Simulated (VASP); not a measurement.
# ZnO (P6_3mc) in VASP: a series of runs, part 2 of 2

VASP 6.6.1.

## Step 3: Elastic constants, LDA

Contents of INCAR:

```
SYSTEM = ZnO
PREC = Accurate
ENCUT = 600
EDIFF = 1E-8
ISMEAR = 0
SIGMA = 0.01
LREAL = .False.
LASPH = .True.
NELM = 100
ALGO = Normal
ISIF = 3
LWAVE = .False.
LCHARG = .True.
GGA = CA
NBANDS = 26
IBRION = 6
NFREE = 2
POTIM = 0.015
NSW = 1
```

Contents of KPOINTS:

```
Automatic mesh
0
Gamma
  8 8 4
  0 0 0
```

Contents of POSCAR:

```
ZnO
1.0
    3.1871437907      0.0000000000      0.0000000000
   -1.5935718953      2.7601474882      0.0000000000
    0.0000000000      0.0000000000      5.1524394267
Zn O
2 2
Direct
    0.3333333333      0.6666666667      0.5002837912
    0.6666666667      0.3333333333      0.0002837912
    0.6666666667      0.3333333333      0.3787262088
    0.3333333333      0.6666666667      0.8787262088
```

Potentials or basis: VASP PAW LDA potentials, release 64 (Zn, O).

Started as:

```
> cat potpaw_LDA.64/Zn/POTCAR potpaw_LDA.64/O/POTCAR > POTCAR
> mpirun -np 1 vasp_std > vasp.out
```

OUTCAR:

```text
SYSTEM = ZnO
   PREC = Accurate
   ENCUT = 600
   EDIFF = 1E-8
   ISMEAR = 0
   LREAL = .False.
   LASPH = .True.
   NELM = 100
   ISIF = 3
   GGA = CA
   IBRION = 6
   NFREE = 2
   POTIM = 0.015
   NSW = 1

 ion  position               nearest neighbor table
   1  0.333  0.667  0.500-   3 1.94   3 1.94   3 1.94   4 1.95
   2  0.667  0.333  0.000-   4 1.94   4 1.94   4 1.94   3 1.95
   3  0.667  0.333  0.379-   1 1.94   1 1.94   1 1.94   2 1.95
   4  0.333  0.667  0.879-   2 1.94   2 1.94   2 1.94   1 1.95

  LATTYP: Found a hexagonal cell.
 ALAT       =     3.1871437907
 C/A-ratio  =     1.6166322466

  Lattice vectors:

 A1 = (   3.1871437907,   0.0000000000,   0.0000000000)
 A2 = (  -1.5935718953,   2.7601474882,   0.0000000000)
 A3 = (   0.0000000000,   0.0000000000,   5.1524394267)

Analysis of symmetry for initial positions (statically):
=====================================================================
 Subroutine PRICEL returns:
 Original cell was already a primitive cell.

 Routine SETGRP: Setting up the symmetry group for a
 hexagonal supercell.

 Subroutine GETGRP returns: Found 12 space group operations
 (whereof  6 operations were pure point group operations)
 out of a pool of 24 trial point group operations.

The static configuration has the point symmetry C_3v.
 The point group associated with its full space group is C_6v.

Analysis of symmetry for dynamics (positions and initial velocities):
=====================================================================
 Subroutine PRICEL returns:
 Original cell was already a primitive cell.

 Routine SETGRP: Setting up the symmetry group for a
 hexagonal supercell.

 Subroutine GETGRP returns: Found 12 space group operations
 (whereof  6 operations were pure point group operations)
 out of a pool of 24 trial point group operations.

The dynamic configuration has the point symmetry C_3v.
 The point group associated with its full space group is C_6v.

 Subroutine INISYM returns: Found 12 space group operations
 (whereof  6 operations are pure point group operations),
 and found     1 'primitive' translations

----------------------------------------------------------------------------------------

                                     Primitive cell

  volume of cell :      45.3259

  direct lattice vectors                    reciprocal lattice vectors
     3.187143791  0.000000000  0.000000000     0.313760554  0.181149740  0.000000000
    -1.593571895  2.760147488  0.000000000     0.000000000  0.362299480  0.000000000
     0.000000000  0.000000000  5.152439427     0.000000000  0.000000000  0.194082825

[... 246 lines left out ...]

  energy  without entropy=      -21.1463397209  energy(sigma->0) =      -21.14633972

[... ionic steps 4 to 18 ...]

--------------------------------------- Ionic step       19  -------------------------------------------

 number of electron      35.9999996 magnetization

------------------------ aborting loop because EDIFF is reached ----------------------------------------
[... 71 lines left out ...]
--------------------------------------- Ionic step       21  -------------------------------------------

 number of electron      35.9999999 magnetization

 Free energy of the ion-electron system (eV)
  ---------------------------------------------------
  ext. energy  EPLUGINS =         0.00000000
  ---------------------------------------------------
  free energy    TOTEN  =       -21.15969601 eV

  energy without entropy =      -21.15969601  energy(sigma->0) =      -21.15969601

 E-fermi :   1.4524     XC(G=0): -11.7252

 val. band max:        1.3469667807   @ k =   0.0000   0.0000   0.0000
 cond. band min:       2.1576865600   @ k =   0.0000   0.0000   0.0000
 fundamental gap:      0.8107197793
 Fermi energy:         1.4523828542

 k-point     1 :       0.0000    0.0000    0.0000
  band No.  band energies     occupation
      1     -16.8745      2.00000
      2     -16.0297      2.00000
      3      -4.7873      2.00000
      4      -4.6748      2.00000
      5      -4.6748      2.00000
      6      -4.6586      2.00000
[... 685 lines left out ...]
     25      15.0747      0.00000
     26      15.1903      0.00000

 [... further k-points ...]
[... 5 lines left out ...]
  --------------------------------------------------------------------------------------
  -------------------------------------------------------------------------------------
  Total        0.2242373      0.2242373      0.4687330      0.0000000     -0.0000000      0.0000000
  in kB        7.9263215      7.9263215     16.5687307      0.0000000     -0.0000000      0.0000000
  external PRESSURE =      10.8071246 kB  Pullay stress =       0.0000000 kB
[... 19 lines left out ...]
  FREE ENERGIE OF THE ION-ELECTRON SYSTEM (eV)
  ---------------------------------------------------
  free  energy   TOTEN  =       -21.1596960097 eV

  energy  without entropy=      -21.1596960097  energy(sigma->0) =      -21.15969601

 INTERNAL STRAIN TENSORS FROM STRAINED CELLS
 ============================================

 INTERNAL STRAIN TENSOR FOR ION    1 for displacements in x,y,z  (eV/Angst):
          X           Y           Z          XY          YZ          ZX
  --------------------------------------------------------------------------------
  x    -0.00000     0.00000    -0.00000    -8.29063    -0.00000    -5.29297
  y    -8.32509     8.34979    -0.00000    -0.00006    -5.29029    -0.00007
  z    -5.38292    -5.38893    10.52170     0.00043    -0.00073    -0.00001

 INTERNAL STRAIN TENSORS FROM DISPLACED ATOMS
 ============================================

 INTERNAL STRAIN TENSOR FOR ION    1 for displacements in x,y,z  (eV/Angst):
          X           Y           Z          XY          YZ          ZX
  --------------------------------------------------------------------------------
  x    -0.00000     0.00000     0.00000    -8.29927    -0.00000    -5.28737
  y    -8.29927     8.29927     0.00000     0.00000    -5.28737    -0.00000
  z    -5.36323    -5.36323    10.46338    -0.00000     0.00000     0.00000

 INTERNAL STRAIN TENSOR FOR ION    4 for displacements in x,y,z  (eV/Angst):
          X           Y           Z          XY          YZ          ZX
  --------------------------------------------------------------------------------
  x    -0.00000     0.00000     0.00000    -9.29575     0.00000     5.29600
  y    -9.29575     9.29575    -0.00000     0.00000     5.29600     0.00000
  z     5.39768     5.39768   -10.44955     0.00000     0.00000     0.00000

 Eigenvectors and eigenvalues of the dynamical matrix
 ----------------------------------------------------

   1 f  =   16.826151 THz   105.721822 2PiTHz  561.259968 cm-1    69.587336 meV
             X         Y         Z           dx          dy          dz
     -0.000000  1.840098  2.577682     0.000000    0.000000   -0.100800
      1.593572  0.920049  0.001462    -0.000000   -0.000000    0.100800
      1.593572  0.920049  1.951364    -0.000000   -0.000000   -0.699885
     -0.000000  1.840098  4.527584     0.000000    0.000000    0.699885
[... 71 lines left out ...]
  12 f/i=    0.002997 THz     0.018832 2PiTHz    0.099978 cm-1     0.012396 meV
             X         Y         Z           dx          dy          dz
     -0.000000  1.840098  2.577682    -0.000000    0.000000    0.633726
      1.593572  0.920049  0.001462    -0.000000    0.000000    0.633726
      1.593572  0.920049  1.951364    -0.000000    0.000000    0.313674
     -0.000000  1.840098  4.527584    -0.000000    0.000000    0.313674

--------------------------------------------------------------------------------------------------------

 ELASTIC MODULI CONTR FROM IONIC RELAXATION (kBar)
 Direction    XX          YY          ZZ          XY          YZ          ZX
 --------------------------------------------------------------------------------
 XX        -877.7680    340.0800    522.4764     -0.0000     -0.0000      0.0000
 YY         340.0800   -877.7680    522.4764     -0.0000      0.0000     -0.0000
 ZZ         522.4764    522.4764  -1015.3903      0.0000     -0.0000      0.0000
 XY          -0.0000     -0.0000      0.0000   -608.9240     -0.0000      0.0000
 YZ           0.0000      0.0000     -0.0000     -0.0000   -237.4205     -0.0000
 ZX          -0.0000      0.0000      0.0000      0.0000     -0.0000   -237.4205
 --------------------------------------------------------------------------------

 TOTAL ELASTIC MODULI (kBar)
 Direction    XX          YY          ZZ          XY          YZ          ZX
 --------------------------------------------------------------------------------
 XX        2217.5937   1426.0061   1280.8601      0.0000     -0.0000      0.0000
 YY        1426.0061   2217.5937   1280.8601      0.0000      0.0000     -0.0000
 ZZ        1280.8601   1280.8601   2408.8450      0.0000     -0.0000      0.0000
 XY           0.0000      0.0000      0.0000    395.7938     -0.0000      0.0000
 YZ           0.0000      0.0000     -0.0000     -0.0000    364.6878      0.0000
 ZX          -0.0000      0.0000      0.0000      0.0000      0.0000    364.6878
 --------------------------------------------------------------------------------
```

OSZICAR:

```text
N       E                     dE             d eps       ncg     rms          rms(c)
DAV:   1     0.304617876476E+03    0.30462E+03   -0.19668E+04  1600   0.224E+03
DAV:   2     0.877019136573E+01   -0.29585E+03   -0.27746E+03  1648   0.439E+02
[... 262 lines left out ...]
DAV:   4    -0.211596887787E+02    0.88020E-04   -0.49247E-04  2604   0.545E-01    0.217E-02
DAV:   5    -0.211596972398E+02   -0.84612E-05   -0.20108E-04  1922   0.218E-01    0.234E-02
DAV:   6    -0.211596965445E+02    0.69535E-06   -0.94707E-06  2056   0.470E-02    0.937E-03
DAV:   7    -0.211596960129E+02    0.53156E-06   -0.22412E-06  2590   0.268E-02    0.257E-03
DAV:   8    -0.211596960081E+02    0.48185E-08   -0.49097E-07  2154   0.151E-02    0.755E-04
DAV:   9    -0.211596960097E+02   -0.16234E-08   -0.62185E-08  1834   0.230E-03
  21 F= -.21159696E+02 E0= -.21159696E+02  d E =-.241516E-52
```

stdout:

```text
POSCAR found type information on POSCAR ZnO
 POSCAR found :  2 types and       4 ions
 scaLAPACK will be used
 LDA part: xc-table for (Slater(with rela. corr.)+CA(PZ))
 , standard interpolation
 POSCAR, INCAR and KPOINTS ok, starting setup
 FFT: planning ... GRIDC
 FFT: planning ... GRID_SOFT
 FFT: planning ... GRID
 WAVECAR not read
 entering main loop
 Found     4 degrees of freedom:
 Adding 6 more for cell shape distortion
 Finite differences POTIM= 0.01500 DOF=  10
 bond charge predicted
 Finite differences progress:
 bond charge predicted
 Finite differences progress:
 bond charge predicted
 Finite differences progress:
 bond charge predicted
 Finite differences progress:
 bond charge predicted
 Finite differences progress:
 bond charge predicted
 Finite differences progress:
 bond charge predicted
 Finite differences progress:
 bond charge predicted
 Finite differences progress:
 bond charge predicted
 Finite differences progress:
 bond charge predicted
 Finite differences progress:
 bond charge predicted
 Finite differences progress:
 bond charge predicted
 Finite differences progress:
 bond charge predicted
 Finite differences progress:
 bond charge predicted
 Finite differences progress:
 bond charge predicted
 Finite differences progress:
 bond charge predicted
 Finite differences progress:
 bond charge predicted
 Finite differences progress:
 bond charge predicted
 Finite differences progress:
 bond charge predicted
 Finite differences progress:
 bond charge predicted
 Finite differences progress:
```

Run time: 20 min. Hardware: 1 thread of AMD EPYC 7R43 (Zen 3), shared host; peak memory 0.33 GiB.

What came out:

```yaml
Voigt_bulk_modulus: 165 GPa
Highest_phonon_frequency_at_Γ_LO-TO_splitting_left_out: 561 cm⁻¹
```

Phonon frequencies in cm⁻¹ (negative: imaginary):
```
              q point                              frequencies
(0.000, 0.000, 0.000)  0 0 0 89 89 264 401 420 420 453 453 561
```

Elastic tensor in Voigt notation (GPa, in the Cartesian axes of the cell as first typed):
```
222 143 128   0   0   0
143 222 128   0   0   0
128 128 241   0   0   0
  0   0   0  36   0   0
  0   0   0   0  36   0
  0   0   0   0   0  40
```

Clamped-ion elastic tensor (GPa):
```
310 109  76   0   0   0
109 310  76   0   0   0
 76  76 342   0   0   0
  0   0   0  60   0   0
  0   0   0   0  60   0
  0   0   0   0   0 100
```

Caveat: the cell is under stress, which shifts elastic constants.
